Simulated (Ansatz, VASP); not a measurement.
One calculation of MgO, two programs

The input INCAR:

```
SYSTEM = MgO
ALGO = Normal ; EDIFF = 1E-7
EDIFFG = -0.002 ; ENCUT = 600
IBRION = 2 ; ISIF = 3
ISMEAR = -1 ; LASPH = .TRUE.
LCHARG = .FALSE. ; LREAL = .FALSE.
LWAVE = .FALSE. ; NELM = 80
NSW = 100 ; PREC = Accurate
SIGMA = 0.05
```

The input KPOINTS:

```
k-points
0
G
  20 20 20
  0 0 0
```

Contents of POSCAR:

```
MgO
1.0
    0.0000000000      2.1085000000      2.1085000000
    2.1085000000      0.0000000000      2.1085000000
    2.1085000000      2.1085000000      0.0000000000
Mg O
1 1
Direct
    0.0000000000      0.0000000000      0.0000000000
    0.5000000000      0.5000000000      0.5000000000
```

Input for Ansatz:

```yaml
crystal:
  lattice:
    - [0.0, 2.1085, 2.1085]
    - [2.1085, 0.0, 2.1085]
    - [2.1085, 2.1085, 0.0]
  atoms:
    - { symbol: Mg, position: [0.0, 0.0, 0.0] }
    - { symbol: O, position: [0.5, 0.5, 0.5] }
kpoints:
  mp_grid: { grid: [20, 20, 20] }
scf:
  occupations: { method: fermi_dirac, width: 0.05 }
hamiltonian:
  xc: lda
  pseudopotentials: { kind: paw }
relax:
  f_tol: 0.002
  max_steps: 80
  cell: {}
output:
  forces: true
  stress: true
```

Alike in both runs: task relaxation of cell and atoms; functional LDA; k mesh 20 × 20 × 20; occupations fermi-dirac, width 0.05 eV; no spin polarisation.

```csv
,VASP,Ansatz
version,VASP 6.6.1,Ansatz 0.2.0
potentials or method,"VASP PAW LDA potentials, release 64 (Mg, O)","PAW with Ansatz's default frozen-core files, scalar-relativistic"
plane-wave cutoff (eV),600,420
valence electrons in the cell,8,16
```

```csv
,VASP,Ansatz,Ansatz less VASP
relaxed volume (Å³/atom),8.89,8.99,+0.102
relaxed cell length with the largest relative difference (Å),2.930,2.941,+0.0112
```

LDA's correlation is that of Perdew and Zunger in VASP and of Perdew and Wang (1992) in Ansatz. VASP's potentials hold 8 valence electrons a cell and Ansatz's 16, so a difference there can come from the potentials and not from the codes.
